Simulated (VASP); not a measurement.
# AlV3N4 (P4/mmm) in VASP: notebook

Runs on AlV3N4. Level: PBE. Tasks: single point.

The COD entry that gives the cell may itself be a prediction, so a difference from it is no test against experiment.

Program: VASP 6.6.1. These are calculated values, not measurements. Logs are shortened: lines on timing, memory, paths and dates and some standing lists are left out, and cuts for length are marked.

### Step 1. The cell of the first run

The structure is tetragonal, space group P4/mmm (No. 123). Conventional cell: a = 2.893 Å, b = 2.893 Å, c = 8.372 Å, α = 90.00°, β = 90.00°, γ = 90.00°. Al (site symmetry 4/mmm) has 6 N at 2.03 to 2.05 Å within 2.7 Å. Within 2.7 Å of V (site symmetry 4/mmm) lie 6 N at 2.05 to 2.15 Å. Within 2.6 Å of V (site symmetry 4mm) lie 6 N at 1.98 to 2.20 Å. N (site symmetry 4mm) has 1 Al at 2.03 Å and 5 V at 2.05 to 2.15 Å within 2.7 Å. Within 2.7 Å of N (site symmetry 4/mmm) lie 4 Al at 2.05 Å and 2 V at 2.20 Å. Within 2.6 Å of N (site symmetry 4/mmm) lie 6 V at 1.98 to 2.05 Å.

### Step 2. Single point, PBE, collinear spin, ferromagnetic start

Input file INCAR:

```
ALGO = Normal
EDIFF = 1E-7
ENCUT = 520
GGA = PE
ISIF = 2
ISMEAR = 0
ISPIN = 2
LASPH = True
LCHARG = True
LELF = True
LMAXMIX = 4
LORBIT = 11
LREAL = False
LVHAR = True
LWAVE = False
MAGMOM = 0 2 2 2 0 0 0 0
NBANDS = 45
NELM = 150
PREC = Accurate
SIGMA = 0.1
```

Input file KPOINTS:

```
k-points
0
Gamma
  6 6 2
```

Input file POSCAR:

```
AlV3N4
1.0
    2.8929961535      0.0000000000      0.0000000000
    0.0000000000      2.8929961535      0.0000000000
    0.0000000000      0.0000000000      8.3719699438
Al V N
1 3 4
Direct
    0.0000000000      0.0000000000      0.5000000000
    0.0000000000      0.0000000000      0.0000000000
    0.5000000000      0.5000000000      0.2367678043
    0.5000000000      0.5000000000      0.7632321957
    0.0000000000      0.0000000000      0.2570225185
    0.5000000000      0.5000000000      0.5000000000
    0.0000000000      0.0000000000      0.7429774815
    0.5000000000      0.5000000000      0.0000000000
```

Potentials or basis: VASP PAW PBE potentials, release 64 (Al, V_sv, N).

Run with:

```bash
$ cat potpaw_PBE.64/Al/POTCAR potpaw_PBE.64/V_sv/POTCAR potpaw_PBE.64/N/POTCAR > POTCAR
$ mpirun -np 1 vasp_std > vasp.out
```

OUTCAR:

```text
EDIFF = 1E-7
   ENCUT = 520
   GGA = PE
   ISIF = 2
   ISMEAR = 0
   ISPIN = 2
   LASPH = True
   LORBIT = 11
   LREAL = False
   NELM = 150
   PREC = Accurate

 ion  position               nearest neighbor table
   1  0.000  0.000  0.500-   5 2.03   7 2.03   6 2.05   6 2.05   6 2.05   6 2.05   4 3.01   4 3.01
                             3 3.01   4 3.01   3 3.01   3 3.01   4 3.01   3 3.01
   2  0.000  0.000  0.000-   8 2.05   8 2.05   8 2.05   8 2.05   5 2.15   7 2.15   4 2.85   4 2.85
                             3 2.85   4 2.85   3 2.85   3 2.85   4 2.85   3 2.85
   3  0.500  0.500  0.237-   8 1.98   5 2.05   5 2.05   5 2.05   5 2.05   6 2.20   2 2.85   2 2.85
                             2 2.85   2 2.85   1 3.01   1 3.01   1 3.01   1 3.01
   4  0.500  0.500  0.763-   8 1.98   7 2.05   7 2.05   7 2.05   7 2.05   6 2.20   2 2.85   2 2.85
                             2 2.85   2 2.85   1 3.01   1 3.01   1 3.01   1 3.01
   5  0.000  0.000  0.257-   1 2.03   3 2.05   3 2.05   3 2.05   3 2.05   2 2.15
   6  0.500  0.500  0.500-   1 2.05   1 2.05   1 2.05   1 2.05   4 2.20   3 2.20
   7  0.000  0.000  0.743-   1 2.03   4 2.05   4 2.05   4 2.05   4 2.05   2 2.15
   8  0.500  0.500  0.000-   3 1.98   4 1.98   2 2.05   2 2.05   2 2.05   2 2.05

  LATTYP: Found a simple tetragonal cell.
 ALAT       =     2.8929961535
 C/A-ratio  =     2.8938752420

  Lattice vectors:

 A1 = (   2.8929961535,   0.0000000000,   0.0000000000)
 A2 = (   0.0000000000,   2.8929961535,   0.0000000000)
 A3 = (   0.0000000000,   0.0000000000,   8.3719699438)

Analysis of symmetry for initial positions (statically):
=====================================================================
 Subroutine PRICEL returns:
 Original cell was already a primitive cell.

 Routine SETGRP: Setting up the symmetry group for a
 simple tetragonal supercell.

 Subroutine GETGRP returns: Found 16 space group operations
 (whereof 16 operations were pure point group operations)
 out of a pool of 16 trial point group operations.

The static configuration has the point symmetry D_4h.

Analysis of symmetry for dynamics (positions and initial velocities):
=====================================================================
 Subroutine PRICEL returns:
 Original cell was already a primitive cell.

 Routine SETGRP: Setting up the symmetry group for a
 simple tetragonal supercell.

 Subroutine GETGRP returns: Found 16 space group operations
 (whereof 16 operations were pure point group operations)
 out of a pool of 16 trial point group operations.

The dynamic configuration has the point symmetry D_4h.

Analysis of structural, dynamic, and magnetic symmetry:
=====================================================================
 Subroutine PRICEL returns:
 Original cell was already a primitive cell.

 Routine SETGRP: Setting up the symmetry group for a
 simple tetragonal supercell.

 Subroutine GETGRP returns: Found 16 space group operations
 (whereof 16 operations were pure point group operations)
 out of a pool of 16 trial point group operations.

The overall configuration has the point symmetry D_4h.

 Subroutine INISYM returns: Found 16 space group operations
 (whereof 16 operations are pure point group operations),
 and found     1 'primitive' translations

----------------------------------------------------------------------------------------

                                     Primitive cell

  volume of cell :      70.0686

  direct lattice vectors                    reciprocal lattice vectors
     2.892996153  0.000000000  0.000000000     0.345662402  0.000000000  0.000000000
     0.000000000  2.892996153  0.000000000     0.000000000  0.345662402  0.000000000
     0.000000000  0.000000000  8.371969944     0.000000000  0.000000000  0.119446200

  length of vectors
     2.892996153  2.892996153  8.371969944     0.345662402  0.345662402  0.119446200

  position of ions in fractional coordinates (direct lattice)
     0.000000000  0.000000000  0.500000000
     0.000000000  0.000000000  0.000000000
[... 67 lines left out ...]
   number of dos      NEDOS =    301   number of ions     NIONS =      8
   total plane-waves  NPLWV =  36864
   dimension x,y,z NGX =    24 NGY =   24 NGZ =   64
   dimension x,y,z NGXF=    48 NGYF=   48 NGZF=  128
   ions per type =               1   3   4
   NGX,Y,Z   is equivalent  to a cutoff of  13.79, 13.79, 12.71 a.u.
   NGXF,Y,Z  is equivalent  to a cutoff of  27.58, 27.58, 25.42 a.u.
 SYSTEM =  unknown system
   PREC   = accura    normal or accurate (medium, high low for compatibility)
   ISTART =      0    job   : 0-new  1-cont  2-samecut
   ICHARG =      2    charge: 1-file 2-atom 10-const
   ISPIN  =      2    spin polarized calculation?
   LNONCOLLINEAR =      F non collinear calculations
   LSORBIT =      F    spin-orbit coupling
   LASPH  =      T    aspherical Exc in radial PAW
   ENCUT  =  520.0 eV  38.22 Ry    6.18 a.u.   5.38  5.38 15.57*2*pi/ulx,y,z
   NELM   =    150;   NELMIN=  2; NELMDL= -5     # of ELM steps
   EDIFF  = 0.1E-06   stopping-criterion for ELM
   LREAL  =      F    real-space projection
   EDIFFG = 0.1E-05   stopping-criterion for IOM
   NSW    =      0    number of steps for IOM
   IBRION =     -1    ionic relax: 0-MD 1-quasi-New 2-CG
   NFREE  =      0    steps in history (QN), initial steepest desc. (CG)
   ISIF   =      2    stress and relaxation
   ISYM   =      2    0-nonsym 1-usesym 2-fastsym
   POTIM  = 0.5000    time-step for ionic-motion
   TEBEG  =    0.0;   TEEND  =   0.0 temperature during run
   PSTRESS=    0.0 pullay stress
   NELECT =      62.0000    total number of electrons
   NUPDOWN=      -1.0000    fix difference up-down
   EMIN   =  10.00;   EMAX   =-10.00  energy-range for DOS
   EFERMI =   0.00;   METHOD = LEGACY
   ISMEAR =     0;   SIGMA  =   0.10  broadening in eV -4-tet -1-fermi 0-gaus
   EFERMI_NEDOS =   21; number of points for ismear=-14 and -15
   IALGO  =     38    algorithm
   IMIX   =      4    mixing-type and parameters
     AMIX     =   0.40;   BMIX     =  1.00
     AMIX_MAG =   1.60;   BMIX_MAG =  1.00
  volume/ion in A,a.u.               =       8.76        59.11
  Fermi-wavevector in a.u.,A,eV,Ry     =   1.571681  2.970046 33.608835  2.470180
  Thomas-Fermi vector in A             =   2.673228
   LORBIT       =     11    0 simple, 1 ext, 2 COOP (PROOUT), +10 PAW based schemes
   GGA     = PE    functional components
   LHFCALC =     F    Hartree Fock is set to
   AEXX    =    0.0000 exact exchange contribution
   IVDW    =     0    specifies the selected vdW correction
   LEPSILON=     F    determine dielectric tensor
   LRPA    =     F    only Hartree local field effects (RPA)
 spin polarized calculation
 Gauss-broadening in eV      SIGMA  =   0.10
  energy-cutoff  :      520.00
  volume of cell :       70.07
 maximum number of plane-waves:      1904
 NGX is ok and might be reduce to    24
   NGX = 11   NGY = 11   NGZ = 31

 number of electron      61.9999991 magnetization       1.1729095

 Free energy of the ion-electron system (eV)
  ---------------------------------------------------
  ext. energy  EPLUGINS =         0.00000000
  ---------------------------------------------------
  free energy    TOTEN  =       -72.20953094 eV

  energy without entropy =      -72.18267090  energy(sigma->0) =      -72.19610092

 E-fermi :  11.5768     XC(G=0): -13.1936

 val. band max:       11.5733435722   @ k =   0.5000   0.0000   0.0000
 cond. band min:      11.5911766023   @ k =   0.1667   0.1667   0.5000
 fundamental gap:      0.0178330301
 Fermi energy:        11.5768431237

 spin component 1

 k-point     1 :       0.0000    0.0000    0.0000
  band No.  band energies     occupation
      1     -54.0785      1.00000
      2     -54.0748      1.00000
      3     -53.5039      1.00000
      4     -28.0232      1.00000
      5     -27.9973      1.00000
      6     -27.8240      1.00000
[... 909 lines left out ...]
     42      14.4268      0.00000
     43      14.5087      0.00000
 Fermi energy:        11.5768431237

 spin component 2

 k-point     1 :       0.0000    0.0000    0.0000
  band No.  band energies     occupation
      1     -53.9550      1.00000
      2     -53.2942      1.00000
      3     -53.2913      1.00000
      4     -27.8810      1.00000
      5     -27.7260      1.00000
      6     -27.7260      1.00000
[... 909 lines left out ...]
     42      14.5652      0.00000
     43      14.6953      0.00000
 [bands above 43 left out]

------------------------ aborting loop because EDIFF is reached ----------------------------------------

  FORCE on cell =-STRESS in cart. coord.  units (eV):
  Direction    XX          YY          ZZ          XY          YZ          ZX
  --------------------------------------------------------------------------------------
  -------------------------------------------------------------------------------------
  Total        0.1813267      0.1813267      0.1979158      0.0000000      0.0000000     -0.0000000
  in kB        4.1461879      4.1461879      4.5255120      0.0000000      0.0000000     -0.0000000
  external PRESSURE =       4.2726293 kB  Pullay stress =       0.0000000 kB

 VOLUME and BASIS-vectors are now :
 -----------------------------------------------------------------------------
  energy-cutoff  :      520.00
  volume of cell :       70.07
      direct lattice vectors                 reciprocal lattice vectors
     2.892996153  0.000000000  0.000000000     0.345662402  0.000000000  0.000000000
     0.000000000  2.892996153  0.000000000     0.000000000  0.345662402  0.000000000
     0.000000000  0.000000000  8.371969944     0.000000000  0.000000000  0.119446200

 POSITION                                       TOTAL-FORCE (eV/Angst)
 -----------------------------------------------------------------------------------
      0.00000      0.00000      4.18598         0.000000      0.000000     -0.000000
      0.00000      0.00000      0.00000         0.000000      0.000000     -0.000000
      1.44650      1.44650      1.98221         0.000000     -0.000000      0.008945
      1.44650      1.44650      6.38976        -0.000000     -0.000000     -0.008945
      0.00000      0.00000      2.15178         0.000000      0.000000      0.021546
      1.44650      1.44650      4.18598         0.000000      0.000000     -0.000000
      0.00000      0.00000      6.22019         0.000000      0.000000     -0.021546
      1.44650      1.44650      0.00000         0.000000      0.000000     -0.000000
 -----------------------------------------------------------------------------------
    total drift:                                0.000000     -0.000000     -0.000000

  FREE ENERGIE OF THE ION-ELECTRON SYSTEM (eV)
  ---------------------------------------------------
  free  energy   TOTEN  =       -72.2095309413 eV

  energy  without entropy=      -72.1826708956  energy(sigma->0) =      -72.19610092

 total charge

# of ion       s       p       d       tot
------------------------------------------
    1        0.316   0.373   0.000   0.689
    2        2.233   6.273   3.185  11.690
    3        2.248   6.287   3.130  11.665
    4        2.248   6.287   3.130  11.665
    5        1.242   2.529   0.000   3.771
    6        1.224   2.558   0.000   3.782
    7        1.242   2.529   0.000   3.771
    8        1.249   2.542   0.000   3.791
--------------------------------------------------
tot         12.001  29.376   9.445  50.823

 magnetization (x)

# of ion       s       p       d       tot
------------------------------------------
    1        0.008   0.002   0.000   0.010
    2       -0.004  -0.004  -0.432  -0.441
    3        0.006   0.006   0.750   0.762
    4        0.006   0.006   0.750   0.762
    5       -0.002  -0.014   0.000  -0.016
    6       -0.001  -0.001   0.000  -0.002
    7       -0.002  -0.014   0.000  -0.016
    8        0.001   0.014   0.000   0.015
--------------------------------------------------
tot          0.011  -0.005   1.067   1.073
```

Run time: 90 s. Hardware: 1 thread of Intel Xeon Platinum 8559C (Emerald Rapids), shared host; peak memory 0.25 GiB.

Results:

* Free energy: -72.2095 eV
* Pressure: 0.4 GPa
* Largest force: 0.022 eV/Å
* Net moment: 1.17 μB per cell
* Site moments: Al +0.01; V -0.44, +0.76; N -0.02, -0.00, +0.01 μB
* Valence electrons inside the program's atomic spheres: Al 0.69; V 11.69, 11.66; N 3.77, 3.78, 3.79

Forces on the atoms (eV/Å):
```
Al   0.000  0.000  0.000
V    0.000  0.000  0.000
V    0.000  0.000  0.009
V    0.000  0.000 -0.009
N    0.000  0.000  0.022
N    0.000  0.000  0.000
N    0.000  0.000 -0.022
N    0.000  0.000  0.000
```

Caveat: the k points lie up to 0.38 Å⁻¹ apart. With open d or f shells a metallic result of PBE can be an artefact of self-interaction; +U or a hybrid may open a gap.

### Step 3. Single point, PBE, collinear spin, ferromagnetic start

This run uses another cell than the first one, of 12.29 Å³/atom, 1.404 times its volume.

Input file INCAR:

```
SYSTEM = AlV3N4
PREC = Accurate ; ENCUT = 520
EDIFF = 1E-6 ; ISMEAR = 0
SIGMA = 0.1 ; LREAL = .FALSE.
LASPH = .TRUE. ; NELM = 150
ALGO = Normal ; ISIF = 2
LWAVE = .FALSE. ; LCHARG = .TRUE.
ISPIN = 2 ; MAGMOM = 0 2 2 2 0 0 0 0
LORBIT = 11 ; LMAXMIX = 4
GGA = PE ; LELF = .TRUE.
LVHAR = .TRUE. ; NBANDS = 45
```

Input file KPOINTS:

```
regular mesh
0
G
  6 6 2
  0 0 0
```

Input file POSCAR:

```
AlV3N4
1.0
    3.2640477900      0.0000000000      0.0000000000
    0.0000000000      3.2640477900      0.0000000000
    0.0000000000      0.0000000000      9.2321212900
Al V N
1 3 4
Direct
    0.0000000000      0.0000000000      0.5000000000
    0.0000000000      0.0000000000      0.0000000000
    0.5000000000      0.5000000000      0.2500000000
    0.5000000000      0.5000000000      0.7500000000
    0.0000000000      0.0000000000      0.2500000000
    0.5000000000      0.5000000000      0.5000000000
    0.0000000000      0.0000000000      0.7500000000
    0.5000000000      0.5000000000      0.0000000000
```

Potentials or basis: VASP PAW PBE potentials, release 64 (Al, V_sv, N).

Run with:

```bash
$ cat potpaw_PBE.64/Al/POTCAR potpaw_PBE.64/V_sv/POTCAR potpaw_PBE.64/N/POTCAR > POTCAR
$ mpirun -np 1 vasp_std > vasp.out
```

Wall time 2 min (1 thread of Intel Xeon Platinum 8559C (Emerald Rapids), shared host); peak memory 0.29 GiB.

It converged, with:

| Quantity | Value |
| --- | --- |
| Free energy | -66.5813 eV |
| Pressure | -43.7 GPa |
| Largest force | 0.787 eV/Å |
| Net moment | 4.18 μB per cell |
| Site moments | Al +0.02; V +0.55, +1.73; N -0.06, -0.02, -0.05 μB |
| Valence electrons inside the program's atomic spheres | Al 0.56; V 11.13, 11.16; N 3.56, 3.58, 3.55 |

Forces in eV/Å, atoms in the order of the input:
```
Al   0.000  0.000  0.000
V    0.000  0.000  0.000
V    0.000  0.000 -0.787
V    0.000  0.000  0.787
N    0.000  0.000  0.282
N    0.000  0.000  0.000
N    0.000  0.000 -0.282
N    0.000  0.000  0.000
```

Stress tensor (GPa, compression positive):
```
-44.74   0.00   0.00
  0.00 -44.74   0.00
  0.00   0.00 -41.48
```

Levels at points of the mesh, in eV from the Fermi level:
Spin up:
```
           k point  band 28  band 29  band 30  band 31  band 32  band 33  band 34  band 35  band 36  band 37
(0.00, 0.00, 0.00)    -1.48    -1.18    -1.18    -1.17    -0.85    -0.85    -0.29    -0.14    -0.03     0.12
(0.50, 0.00, 0.00)    -2.09    -0.52    -0.09     0.02     0.09     0.10     0.10     0.29     0.34     0.66
(0.50, 0.50, 0.00)    -2.27    -1.99    -1.99    -0.29    -0.29     0.12     0.23     0.24     0.24     0.24
(0.00, 0.00, 0.50)    -1.95    -1.59    -1.59    -1.46    -0.29    -0.25    -0.25    -0.12    -0.12    -0.04
(0.50, 0.00, 0.50)    -2.13    -0.32    -0.15    -0.06     0.00     0.01     0.15     0.18     0.34     0.51
(0.50, 0.50, 0.50)    -3.06    -1.18    -1.18    -0.75    -0.75     0.23     0.24     0.24     0.31     0.31
```
Spin down:
| k point | band 25 | band 26 | band 27 | band 28 | band 29 | band 30 | band 31 | band 32 | band 33 | band 34 |
| --- | --- | --- | --- | --- | --- | --- | --- | --- | --- | --- |
| (0.00, 0.00, 0.00) | -2.11 | -1.33 | -1.27 | -1.27 | -1.25 | -0.35 | -0.11 | 0.20 | 0.20 | 0.24 |
| (0.50, 0.00, 0.00) | -3.45 | -3.14 | -3.00 | -1.92 | 0.35 | 0.83 | 0.98 | 1.61 | 1.66 | 1.89 |
| (0.50, 0.50, 0.00) | -2.91 | -2.52 | -2.52 | -2.27 | -0.97 | -0.97 | 0.52 | 1.11 | 1.27 | 1.33 |
| (0.00, 0.00, 0.50) | -1.82 | -1.82 | -1.58 | -1.58 | -1.33 | -0.41 | -0.07 | 0.24 | 0.35 | 0.35 |
| (0.50, 0.00, 0.50) | -3.44 | -3.16 | -2.63 | -1.93 | 0.35 | 0.65 | 0.93 | 1.69 | 1.76 | 1.84 |
| (0.50, 0.50, 0.50) | -3.25 | -3.07 | -3.07 | -2.90 | -0.51 | -0.51 | 0.89 | 0.89 | 1.19 | 1.27 |

With open d or f shells a metallic result of PBE can be an artefact of self-interaction; +U or a hybrid may open a gap.
